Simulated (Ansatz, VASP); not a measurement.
**One calculation of MgRh, two programs**

File INCAR:

```
PREC = Accurate
ENCUT = 520
EDIFF = 1E-7
ISMEAR = 0
SIGMA = 0.15
LREAL = F
LASPH = T
NELM = 100
ALGO = Fast
ISIF = 2
LWAVE = F
LCHARG = T
GGA = CA
LELF = T
LVHAR = T
NBANDS = 16
```

File KPOINTS:

```
regular mesh
0
Gamma
  16 16 16
```

File POSCAR:

```
MgRh
1.0
    3.0992000000      0.0000000000      0.0000000000
    0.0000000000      3.0992000000      0.0000000000
    0.0000000000      0.0000000000      3.0992000000
Mg Rh
1 1
Direct
    0.0000000000      0.0000000000      0.0403329892
    0.5000000000      0.5000000000      0.5000000000
```

Input for Ansatz:

```yaml
crystal:
  lattice:
    - [3.0992, 0.0, 0.0]
    - [0.0, 3.0992, 0.0]
    - [0.0, 0.0, 3.0992]
  atoms:
    - { symbol: Mg, position: [0.0, 0.0, 0.0403329892] }
    - { symbol: Rh, position: [0.5, 0.5, 0.5] }
basis:
  ecutwfc: 420
kpoints:
  mp_grid: { grid: [16, 16, 16] }
hamiltonian:
  xc: lda
scf:
  occupations: { method: gaussian, width: 0.15 }
output:
  forces: true
  stress: true
  eigenvalues: true
```

Change from the starting cell: all Mg atoms moved +0.125 Å, as atom 1 along Cartesian [0 0 1].

Alike in both runs: task single point; functional LDA; k mesh 16 × 16 × 16; occupations gaussian, width 0.15 eV; no spin polarisation.

```csv
,VASP,Ansatz
version,VASP 6.6.1,Ansatz 0.2.0
potentials or method,"VASP PAW LDA potentials, release 64 (Mg, Rh_pv), cutoff 520 eV","scalar-relativistic, plane waves, PAW"
valence electrons in the cell,17,27
```

Ansatz gave:

* gap on the k mesh at the Fermi level (eV): none
* pressure (GPa): -5.6
* traceless stress, the component that is largest in VASP (GPa): -0.48
* rms of the force components (eV/Å): 0.374

Question: What did VASP give for the same quantities?

Answer: gap on the k mesh at the Fermi level (eV): none; pressure (GPa): -6.0; traceless stress, the component that is largest in VASP (GPa): -0.49; rms of the force components (eV/Å): 0.377.

LDA's correlation is that of Perdew and Zunger in VASP and of Perdew and Wang (1992) in Ansatz. Atom by atom the forces differ by 0.003 eV/Å (rms over components). A gap of «none» marks a metal or a gap that the smearing closes. VASP's potentials hold 17 valence electrons a cell and Ansatz's 27, so a difference there can come from the potentials and not from the codes.
